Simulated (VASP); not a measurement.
# Mo2PdS4 (C2/m) in VASP: single point with PBE

Aim: the single point of Mo2PdS4 with PBE.

Program: VASP 6.6.1. These are calculated values, not measurements. Logs are shortened: lines on timing, memory, paths and dates and some standing lists are left out, and cuts for length are marked.

## 1. The cell of the first run

It takes space group C2/m (No. 12, monoclinic). The conventional cell has a = 12.828 Å, b = 3.311 Å, c = 5.958 Å, α = 90.00°, β = 115.50°, γ = 90.00°. Pd (site symmetry 2/m) has 6 S at 2.38 to 2.47 Å and 2 Mo at 3.00 Å within 3.1 Å. Within 3.3 Å of S (site symmetry m) lie 2 Pd at 2.47 Å and 3 Mo at 2.53 to 2.59 Å and 2 S at 3.23 Å. Within 3.1 Å of S (site symmetry m) lie 1 Pd at 2.38 Å and 3 Mo at 2.40 to 2.42 Å and 1 S at 3.05 Å. Mo (site symmetry m) has 6 S at 2.40 to 2.59 Å and 2 Mo at 2.88 Å and 1 Pd at 3.00 Å within 3.2 Å.

## 2. Single point, PBE, collinear spin, zero start

Input file INCAR:

```
PREC = Accurate ; ENCUT = 520
EDIFF = 1E-6 ; ISMEAR = -1
SIGMA = 0.1 ; LREAL = False
LASPH = True ; NELM = 150
ALGO = Normal ; ISIF = 2
LWAVE = False ; LCHARG = False
ISPIN = 2 ; MAGMOM = 0 0 0 0 0 0 0
LORBIT = 11 ; LMAXMIX = 4
GGA = PE ; NBANDS = 44
```

Input file KPOINTS:

```
Automatic mesh
0
Gamma
  6 6 4
```

Input file POSCAR:

```
Mo2PdS4
1.0
    0.0000000000      3.3111390000      0.0000000000
    3.7331710000     -1.6555700000      5.2158980000
    2.8805190000      0.0000000000     -5.2158980000
Pd S Mo
1 4 2
Direct
    0.0000000000      0.0000000000      0.0000000000
    0.3622000000      0.7244000000      0.0228000000
    0.6378000000      0.2756000000      0.9772000000
    0.1045000000      0.2090000000      0.4411000000
    0.8955000000      0.7910000000      0.5589000000
    0.2569000000      0.5138000000      0.3095000000
    0.7431000000      0.4862000000      0.6905000000
```

Potentials or basis: VASP PAW PBE potentials, release 64 (Pd, S, Mo_sv).

On the command line:

```bash
> cat potpaw_PBE.64/Pd/POTCAR potpaw_PBE.64/S/POTCAR potpaw_PBE.64/Mo_sv/POTCAR > POTCAR
> mpirun -np 1 vasp_std > vasp.out
```

OUTCAR:

```text
PREC = Accurate
   ENCUT = 520
   EDIFF = 1E-6
   ISMEAR = -1
   LREAL = False
   LASPH = True
   NELM = 150
   ISIF = 2
   ISPIN = 2
   LORBIT = 11
   GGA = PE

 ion  position               nearest neighbor table
   1  0.000  0.000  0.000-   4 2.38   5 2.38   3 2.47   2 2.47   3 2.47   2 2.47   7 3.00   6 3.00

   2  0.362  0.724  0.023-   1 2.47   1 2.47   7 2.53   7 2.53   6 2.59
   3  0.638  0.276  0.977-   1 2.47   1 2.47   6 2.53   6 2.53   7 2.59
   4  0.105  0.209  0.441-   1 2.38   6 2.40   7 2.42   7 2.42
   5  0.895  0.791  0.559-   1 2.38   7 2.40   6 2.42   6 2.42
   6  0.257  0.514  0.309-   4 2.40   5 2.42   5 2.42   3 2.53   3 2.53   2 2.59   7 2.88   7 2.88
                             1 3.00
   7  0.743  0.486  0.691-   5 2.40   4 2.42   4 2.42   2 2.53   2 2.53   3 2.59   6 2.88   6 2.88
                             1 3.00

  LATTYP: Found a base centered monoclinic cell.
 ALAT       =    12.8284305605
 B/A-ratio  =     0.2581094378
 C/A-ratio  =     0.4644713027
 COS(beta)  =    -0.4304730565

  Lattice vectors:

 A1 = (   3.7331710000,   1.6555690000,   5.2158980000)
 A2 = (   3.7331710000,  -1.6555700000,   5.2158980000)
 A3 = (   2.8805190000,   0.0000000000,  -5.2158980000)

Analysis of symmetry for initial positions (statically):
=====================================================================
 Subroutine PRICEL returns:
 Original cell was already a primitive cell.

 Routine SETGRP: Setting up the symmetry group for a
 base centered monoclinic supercell.

 Subroutine GETGRP returns: Found  4 space group operations
 (whereof  4 operations were pure point group operations)
 out of a pool of  4 trial point group operations.

The static configuration has the point symmetry C_2h.

Analysis of symmetry for dynamics (positions and initial velocities):
=====================================================================
 Subroutine PRICEL returns:
 Original cell was already a primitive cell.

 Routine SETGRP: Setting up the symmetry group for a
 base centered monoclinic supercell.

 Subroutine GETGRP returns: Found  4 space group operations
 (whereof  4 operations were pure point group operations)
 out of a pool of  4 trial point group operations.

The dynamic configuration has the point symmetry C_2h.

Analysis of structural, dynamic, and magnetic symmetry:
=====================================================================
 Subroutine PRICEL returns:
 Original cell was already a primitive cell.

 Routine SETGRP: Setting up the symmetry group for a
 base centered monoclinic supercell.

 Subroutine GETGRP returns: Found  4 space group operations
 (whereof  4 operations were pure point group operations)
 out of a pool of  4 trial point group operations.

The overall configuration has the point symmetry C_2h.

 Subroutine INISYM returns: Found  4 space group operations
 (whereof  4 operations are pure point group operations),
 and found     1 'primitive' translations

----------------------------------------------------------------------------------------

                                     Primitive cell

  volume of cell :     114.2222

  direct lattice vectors                    reciprocal lattice vectors
     0.000000000  3.311139000  0.000000000     0.075600784  0.302010879  0.041751103
     3.733171000 -1.655570000  5.215898000     0.151201523  0.000000000  0.083502181
     2.880519000  0.000000000 -5.215898000     0.151201523  0.000000000 -0.108219359

  length of vectors
     3.311139000  6.624429763  5.958437854     0.314116546  0.172726705  0.185939050

  position of ions in fractional coordinates (direct lattice)
     0.000000000  0.000000000  0.000000000
     0.362200000  0.724400000  0.022800000
     0.637800000  0.275600000  0.977200000
     0.104500000  0.209000000  0.441100000
     0.895500000  0.791000000  0.558900000
     0.256900000  0.513800000  0.309500000
     0.743100000  0.486200000  0.690500000

  ion indices of the primitive-cell ions
   primitive index   ion index
                 1           1
                 2           2
                 3           3
                 4           4
                 5           5
                 6           6
                 7           7

----------------------------------------------------------------------------------------

 KPOINTS: Automatic mesh

Automatic generation of k-mesh.
 Grid dimensions read from file:
 generate k-points for:    6    6    4

 Generating k-lattice:

  Cartesian coordinates                     Fractional coordinates (reciprocal lattice)
     0.012600131  0.050335147  0.006958517     0.166666667 -0.000000000  0.000000000
     0.025200254  0.000000000  0.013917030     0.000000000  0.166666667  0.000000000
     0.037800381  0.000000000 -0.027054840     0.000000000  0.000000000  0.250000000

  Length of vectors
     0.052352758  0.028787784  0.046484762

  Shift w.r.t. Gamma in fractional coordinates (k-lattice)
     0.000000000  0.000000000  0.000000000

 Subroutine IBZKPT returns following result:
 ===========================================

 Found     47 irreducible k-points:

 Following reciprocal coordinates:
            Coordinates               Weight
  0.000000  0.000000  0.000000      1.000000
  0.166667  0.000000 -0.000000      4.000000
  0.333333  0.000000  0.000000      4.000000
  0.500000  0.000000  0.000000      2.000000
  0.000000  0.166667  0.000000      2.000000
  0.166667  0.166667  0.000000      4.000000
[... 16 lines left out ...]
  0.500000  0.166667  0.250000      4.000000
 -0.333333  0.166667  0.250000      4.000000
 [... further k-points ...]
   k-points           NKPTS =     47   k-points in BZ     NKDIM =     47   number of bands    NBANDS=     44
   number of dos      NEDOS =    301   number of ions     NIONS =      7
   total plane-waves  NPLWV =  67200
   dimension x,y,z NGX =    28 NGY =   50 NGZ =   48
   dimension x,y,z NGXF=    56 NGYF=  100 NGZF=   96
   ions per type =               1   4   2
   NGX,Y,Z   is equivalent  to a cutoff of  14.06, 12.55, 13.39 a.u.
   NGXF,Y,Z  is equivalent  to a cutoff of  28.12, 25.10, 26.78 a.u.
 SYSTEM =  unknown system
   PREC   = accura    normal or accurate (medium, high low for compatibility)
   ISTART =      0    job   : 0-new  1-cont  2-samecut
   ICHARG =      2    charge: 1-file 2-atom 10-const
   ISPIN  =      2    spin polarized calculation?
   LNONCOLLINEAR =      F non collinear calculations
   LSORBIT =      F    spin-orbit coupling
   LASPH  =      T    aspherical Exc in radial PAW
   ENCUT  =  520.0 eV  38.22 Ry    6.18 a.u.   6.16 12.32 11.08*2*pi/ulx,y,z
   NELM   =    150;   NELMIN=  2; NELMDL= -5     # of ELM steps
   EDIFF  = 0.1E-05   stopping-criterion for ELM
   LREAL  =      F    real-space projection
   EDIFFG = 0.1E-04   stopping-criterion for IOM
   NSW    =      0    number of steps for IOM
   IBRION =     -1    ionic relax: 0-MD 1-quasi-New 2-CG
   NFREE  =      0    steps in history (QN), initial steepest desc. (CG)
   ISIF   =      2    stress and relaxation
   ISYM   =      2    0-nonsym 1-usesym 2-fastsym
   POTIM  = 0.5000    time-step for ionic-motion
   TEBEG  =    0.0;   TEEND  =   0.0 temperature during run
   PSTRESS=    0.0 pullay stress
   NELECT =      62.0000    total number of electrons
   NUPDOWN=      -1.0000    fix difference up-down
   EMIN   =  10.00;   EMAX   =-10.00  energy-range for DOS
   EFERMI =   0.00;   METHOD = LEGACY
   ISMEAR =    -1;   SIGMA  =   0.10  broadening in eV -4-tet -1-fermi 0-gaus
   EFERMI_NEDOS =   21; number of points for ismear=-14 and -15
   IALGO  =     38    algorithm
   IMIX   =      4    mixing-type and parameters
     AMIX     =   0.40;   BMIX     =  1.00
     AMIX_MAG =   1.60;   BMIX_MAG =  1.00
  volume/ion in A,a.u.               =      16.32       110.12
  Fermi-wavevector in a.u.,A,eV,Ry     =   1.335433  2.523602 24.264358  1.783380
  Thomas-Fermi vector in A             =   2.464137
   LORBIT       =     11    0 simple, 1 ext, 2 COOP (PROOUT), +10 PAW based schemes
   GGA     = PE    functional components
   LHFCALC =     F    Hartree Fock is set to
   AEXX    =    0.0000 exact exchange contribution
   IVDW    =     0    specifies the selected vdW correction
   LEPSILON=     F    determine dielectric tensor
   LRPA    =     F    only Hartree local field effects (RPA)
 spin polarized calculation
  energy-cutoff  :      520.00
  volume of cell :      114.22
 maximum number of plane-waves:      3096
 NGX is ok and might be reduce to    28
   NGX = 13   NGY = 25   NGZ = 23

 number of electron      62.0000000 magnetization       0.0000034

 number of electron      62.0000000 magnetization      -0.0000001

 Free energy of the ion-electron system (eV)
  ---------------------------------------------------
  ext. energy  EPLUGINS =         0.00000000
  ---------------------------------------------------
  free energy    TOTEN  =       -47.65323072 eV

  energy without entropy =      -47.54997162  energy(sigma->0) =      -47.60160117

 E-fermi :   9.1213     XC(G=0): -11.5472

 val. band max:        9.1003090602   @ k =   0.0000   0.5000   0.2500
 cond. band min:       9.1215631026   @ k =   0.0000   0.3333   0.0000
 fundamental gap:      0.0212540424
 Fermi energy:         9.1213105792

 spin component 1

 k-point     1 :       0.0000    0.0000    0.0000
  band No.  band energies     occupation
      1     -52.4083      1.00000
      2     -52.3439      1.00000
      3     -26.6726      1.00000
      4     -26.5665      1.00000
      5     -26.5561      1.00000
      6     -26.4410      1.00000
[... 35 lines left out ...]
     42      14.0173      0.00000
     43      14.9776      0.00000

 k-point     2 :       0.1667    0.0000   -0.0000
  band No.  band energies     occupation
      1     -52.4012      1.00000
      2     -52.3454      1.00000
      3     -26.6689      1.00000
      4     -26.6082      1.00000
      5     -26.5536      1.00000
      6     -26.4597      1.00000
[... 1004 lines left out ...]
 k-point    24 :      -0.3333    0.1667    0.2500
  band No.  band energies     occupation
      1     -52.3836      1.00000
      2     -52.3518      1.00000
      3     -26.7045      1.00000
      4     -26.6966      1.00000
      5     -26.5259      1.00000
      6     -26.4889      1.00000
[... 35 lines left out ...]
     42      15.8826      0.00000
     43      16.2084      0.00000

 [... further k-points ...]

 spin component 2

 k-point     1 :       0.0000    0.0000    0.0000
  band No.  band energies     occupation
      1     -52.4083      1.00000
      2     -52.3439      1.00000
      3     -26.6726      1.00000
      4     -26.5665      1.00000
      5     -26.5561      1.00000
      6     -26.4410      1.00000
[... 35 lines left out ...]
     42      14.0173      0.00000
     43      14.9776      0.00000

 k-point     2 :       0.1667    0.0000   -0.0000
  band No.  band energies     occupation
      1     -52.4012      1.00000
      2     -52.3454      1.00000
      3     -26.6689      1.00000
      4     -26.6082      1.00000
      5     -26.5536      1.00000
      6     -26.4597      1.00000
[... 1004 lines left out ...]
 k-point    24 :      -0.3333    0.1667    0.2500
  band No.  band energies     occupation
      1     -52.3836      1.00000
      2     -52.3518      1.00000
      3     -26.7045      1.00000
      4     -26.6966      1.00000
      5     -26.5259      1.00000
      6     -26.4889      1.00000
[... 35 lines left out ...]
     42      15.8826      0.00000
     43      16.2084      0.00000

 [... further k-points ...]

 [bands above 43 left out]

------------------------ aborting loop because EDIFF is reached ----------------------------------------

  FORCE on cell =-STRESS in cart. coord.  units (eV):
  Direction    XX          YY          ZZ          XY          YZ          ZX
  --------------------------------------------------------------------------------------
  -------------------------------------------------------------------------------------
  Total        3.9975956     -0.4358274      1.6887469     -0.0000003     -0.0000001      0.9255078
  in kB       56.0736852     -6.1132863     23.6878047     -0.0000048     -0.0000020     12.9819624
  external PRESSURE =      24.5494012 kB  Pullay stress =       0.0000000 kB

 VOLUME and BASIS-vectors are now :
 -----------------------------------------------------------------------------
  energy-cutoff  :      520.00
  volume of cell :      114.22
      direct lattice vectors                 reciprocal lattice vectors
     0.000000000  3.311139000  0.000000000     0.075600784  0.302010879  0.041751103
     3.733171000 -1.655570000  5.215898000     0.151201523  0.000000000  0.083502181
     2.880519000  0.000000000 -5.215898000     0.151201523  0.000000000 -0.108219359

 POSITION                                       TOTAL-FORCE (eV/Angst)
 -----------------------------------------------------------------------------------
      0.00000      0.00000      0.00000         0.000000     -0.000000     -0.000000
      2.76998     -0.00000      3.65947        -0.648352      0.000000     -0.729570
      3.84371      1.65557     -3.65947         0.648352     -0.000000      0.729570
      2.05083     -0.00000     -1.21061         0.836031     -0.000000     -0.283644
      4.56286      1.65557      1.21061        -0.836031      0.000000      0.283644
      2.80962     -0.00000      1.06561         0.582606     -0.000000     -0.468903
      3.80407      1.65557     -1.06561        -0.582606      0.000000      0.468903
 -----------------------------------------------------------------------------------
    total drift:                               -0.000000     -0.000000      0.000000

  FREE ENERGIE OF THE ION-ELECTRON SYSTEM (eV)
  ---------------------------------------------------
  free  energy   TOTEN  =       -47.6532307183 eV

  energy  without entropy=      -47.5499716231  energy(sigma->0) =      -47.60160117

 total charge

# of ion       s       p       d       tot
------------------------------------------
    1        0.433   0.586   8.610   9.629
    2        1.337   2.347   0.000   3.683
    3        1.337   2.347   0.000   3.683
    4        1.352   2.347   0.000   3.699
    5        1.352   2.347   0.000   3.699
    6        2.270   6.178   3.939  12.387
    7        2.270   6.178   3.939  12.387
--------------------------------------------------
tot         10.350  22.329  16.489  49.169

 magnetization (x)

# of ion       s       p       d       tot
------------------------------------------
    1        0.000   0.000   0.000   0.000
    2        0.000  -0.000   0.000  -0.000
    3        0.000  -0.000   0.000  -0.000
    4       -0.000  -0.000   0.000  -0.000
    5       -0.000  -0.000   0.000  -0.000
    6        0.000   0.000   0.000   0.000
    7        0.000   0.000   0.000   0.000
--------------------------------------------------
tot          0.000   0.000   0.000   0.000
```

Run time: 6.1 min. Hardware: 1 thread of Intel Xeon Platinum 8375C at 2.90GHz (Ice Lake), shared host; peak memory 0.52 GiB.

Results:

```
Free energy                                           : -47.6532 eV
Pressure                                              : 2.5 GPa
Largest force                                         : 0.976 eV/Å
Band gap on the k mesh                                : zero (filled and empty bands overlap)
Net moment                                            : 0.00 μB per cell
Valence electrons inside the program's atomic spheres : Pd 9.63; S 3.68, 3.70; Mo 12.39
```

Forces on the atoms (eV/Å):
```
Pd   0.000  0.000  0.000
S   -0.648  0.000 -0.730
S    0.648  0.000  0.730
S    0.836  0.000 -0.284
S   -0.836  0.000  0.284
Mo   0.583  0.000 -0.469
Mo  -0.583  0.000  0.469
```

Levels at points of the mesh, in eV from the Fermi level:
Spin up:
```tsv
k point	band 27	band 28	band 29	band 30	band 31	band 32	band 33	band 34	band 35	band 36
(0.00, 0.00, 0.00)	-1.55	-1.33	-1.32	-1.31	-0.38	-0.14	0.82	1.01	1.36	2.39
(0.50, 0.00, 0.00)	-2.03	-1.81	-1.67	-1.53	-0.02	1.10	1.23	1.39	1.55	2.18
(0.00, 0.50, 0.00)	-2.59	-1.64	-0.98	-0.64	-0.14	0.13	0.37	1.50	1.81	2.37
(0.00, 0.00, 0.50)	-2.27	-1.29	-1.17	-1.07	-0.70	-0.44	0.08	1.43	1.56	1.99
(0.50, 0.00, 0.50)	-2.16	-2.01	-1.81	-0.53	0.51	0.94	1.13	1.57	2.06	2.14
(0.00, 0.50, 0.50)	-2.51	-2.16	-0.98	-0.59	-0.11	0.09	0.96	1.22	1.65	1.80
```
Spin down:
```tsv
k point	band 28	band 29	band 30	band 31	band 32	band 33	band 34	band 35
(0.00, 0.00, 0.00)	-1.33	-1.32	-1.31	-0.38	-0.14	0.82	1.01	1.36
(0.50, 0.00, 0.00)	-1.81	-1.67	-1.53	-0.02	1.10	1.23	1.39	1.55
(0.00, 0.50, 0.00)	-1.64	-0.98	-0.64	-0.14	0.13	0.37	1.50	1.81
(0.00, 0.00, 0.50)	-1.29	-1.17	-1.07	-0.70	-0.44	0.08	1.43	1.56
(0.50, 0.00, 0.50)	-2.01	-1.81	-0.53	0.51	0.94	1.13	1.57	2.06
(0.00, 0.50, 0.50)	-2.16	-0.98	-0.59	-0.11	0.09	0.96	1.22	1.65
```
